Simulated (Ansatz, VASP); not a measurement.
**ZnS: VASP beside Ansatz**

```
Zn S
1.0
     0.00000    2.70200    2.70200
     2.70200    0.00000    2.70200
     2.70200    2.70200    0.00000
Zn S
1 1
Direct
  0.75000 0.75000 0.75000
  0.00000 0.00000 0.00000
```

Alike in both runs: task single point; functional PBE; k mesh 4 × 4 × 4; occupations fermi-dirac, width 0.03 eV; no spin polarisation.

|  | VASP | Ansatz |
| --- | --- | --- |
| version | VASP 6.6.1 | Ansatz 0.2.0 |
| potentials or method | VASP PAW PBE potentials, release 64 (Zn, S), cutoff 520 eV | all-electron LAPW, scalar-relativistic |

|  | VASP | Ansatz | Ansatz less VASP |
| --- | --- | --- | --- |
| gap on the k mesh at the Fermi level (eV) | 2.10 | 2.10 | -0.001 |
| least direct gap on the mesh (eV) | 2.10 | 2.10 | -0.001 |
| pressure (GPa) | 2.1 | 1.9 | -0.13 |

Ansatz ran all-electron here, and VASP with PAW potentials.

The k mesh is coarse, so the values compare programs but aren't converged.
